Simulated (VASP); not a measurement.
Set up this calculation in VASP 6.6.1, as the native input.

- Task: single point
- Functional: LDA
- Potentials or basis: VASP PAW LDA potentials, release 64 (Si)
- Cutoff: 500 eV
- k mesh: 8 × 8 × 8
- Occupations: gaussian, width 0.02 eV
- Spin: no spin polarisation
- Dipole correction: no
- Further INCAR settings: ALGO = Normal; EDIFF = 1e-06; NBANDS = 11

The structure of Si lies in POSCAR:

```
Si
1.0
    0.0000000000      2.7347848946      2.7347848946
    2.7347848946      0.0000000000      2.7347848946
    2.7347848946      2.7347848946      0.0000000000
Si
2
Direct
    0.0000000000      0.0000000000      0.0000000000
    0.2500000000      0.2500000000      0.2500000000
```

These files were run (other wordings do the same):

INCAR

```
SYSTEM = Si
ALGO     = Normal         ! electronic algorithm
EDIFF    = 1E-6           ! SCF threshold, eV
ENCUT    = 500            ! plane-wave cutoff, eV
GGA_COMPAT= .FALSE.      
ISIF     = 2              ! what is computed and relaxed
ISMEAR   = 0              ! smearing method
LASPH    = .TRUE.         ! aspherical terms in the spheres
LCHARG   = .FALSE.        ! write CHGCAR
LREAL    = .FALSE.        ! projectors in reciprocal space
LWAVE    = .FALSE.        ! write WAVECAR
NBANDS   = 11             ! bands
NELM     = 120            ! most SCF steps
PREC     = Accurate       ! precision mode
SIGMA    = 0.02           ! smearing width, eV
```

KPOINTS

```
k-points
0
G
  8 8 8
  0 0 0
```

Potentials or basis: VASP PAW LDA potentials, release 64 (Si).

Run with:

```bash
$ cat potpaw_LDA.64/Si/POTCAR > POTCAR
$ mpirun -np 1 vasp_std > vasp.out
```

Results of the run:

```yaml
Pressure: -3.3 GPa
Band_gap_on_the_k_mesh: 0.55 eV, indirect (least direct gap 2.51 eV)
```

Wall time 5.4 s on 1 thread of Intel(R) Xeon(R) Platinum 8488C (Sapphire Rapids) (shared host), peak memory 0.13 GiB.
